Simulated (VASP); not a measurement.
## BiSbTe2S: single point with PBE

Crystal: BiSbTe2S.

```
CELL_PARAMETERS angstrom
4.37124 0.00000 0.00000
0.00000 4.37124 0.00000
0.00000 0.00000 10.94407
ATOMIC_POSITIONS crystal
Sb 0.00000 0.00000 0.50000
Bi 0.50000 0.50000 0.50000
Te 0.50000 0.50000 0.21934
Te 0.50000 0.50000 0.78066
S 0.50000 0.50000 0.00000
```

The cell was built from a structure type or drawn by symmetry, and may not be a known phase.

```json
{"Program": "VASP 6.6.1", "Task": "single point", "Functional": "PBE", "Potentials or basis": "VASP PAW PBE potentials, release 64 (Sb, Bi_d, Te, S)", "Cutoff": "520 eV", "k mesh": "8 × 8 × 4", "Occupations": "gaussian, width 0.1 eV", "Spin": "no spin polarisation", "Dipole correction": "no", "Further INCAR settings": "ALGO = Normal; EDIFF = 1e-06; NBANDS = 27"}
```

```json
{"Pressure": "-0.1 GPa", "Largest force": "0.006 eV/Å", "Band gap on the k mesh": "zero (bands 19 and 20 overlap by 0.81 eV)"}
```

Forces in eV/Å, atoms in the order of the input:
```
Sb   0.000  0.000  0.000
Bi   0.000  0.000  0.000
Te   0.000  0.000 -0.006
Te   0.000  0.000  0.006
S    0.000  0.000  0.000
```

Levels at points of the mesh, in eV from the Fermi level:
```csv
k point,band 15,band 16,band 17,band 18,band 19,band 20,band 21,band 22,band 23,band 24
"(0.00, 0.00, 0.00)",-2.12,-1.42,-0.51,-0.51,0.06,0.78,0.78,1.30,3.54,3.85
"(0.50, 0.00, 0.00)",-0.71,-0.39,-0.31,-0.09,-0.03,-0.03,-0.01,0.46,0.81,1.27
"(0.50, 0.50, 0.00)",-3.01,-1.83,-1.83,-0.30,-0.22,-0.22,0.33,0.44,4.41,4.41
"(0.00, 0.00, 0.50)",-2.27,-2.27,-0.28,-0.28,0.29,0.58,0.58,3.54,3.60,3.80
"(0.50, 0.00, 0.50)",-2.05,-1.45,-0.84,-0.03,0.11,0.57,0.58,0.68,0.76,3.49
"(0.50, 0.50, 0.50)",-3.11,-2.10,-1.53,-1.53,-0.52,-0.52,-0.30,3.85,4.46,4.98
```

Run time: 96 s on 1 thread of Intel(R) Xeon(R) 6975P-C (Granite Rapids), on a shared host, peak memory 0.51 GiB.

Caveat: spin-orbit coupling is left out, which moves the levels of the heavy elements.
